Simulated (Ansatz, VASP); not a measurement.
Ir in VASP and in Ansatz

```
Ir
1.0
     2.78759    0.00000    0.00000
    -1.39379    2.41412    0.00000
     0.00000    0.00000    4.52101
Ir
2
Direct
  0.66667 0.33333 0.75000
  0.33333 0.66667 0.25000
```

Alike in both runs: task single point; functional PBEsol; k mesh 12 × 12 × 7; no spin polarisation.

|  | VASP | Ansatz |
| --- | --- | --- |
| version | VASP 6.6.1 | Ansatz 0.2.0 |
| potentials or method | VASP PAW PBE potentials, release 64 (Ir), cutoff 520 eV | plane waves, PAW |
| occupations | fermi-dirac, width 0.1 eV | fermi-dirac |
| valence electrons in the cell | 18 | 34 |

VASP gave:

| Quantity | Value |
| --- | --- |
| pressure (GPa) | -23.0 |

**Question.** Estimate Ansatz's values.

**Answer.** Pressure (GPa): -23.6.

VASP's potentials were made for PBE, not for PBEsol. VASP's potentials hold 18 valence electrons a cell and Ansatz's 34, so a difference there can come from the potentials and not from the codes. Ansatz's warnings: structure snapped to symmetry.

Neither program's run includes spin-orbit coupling.
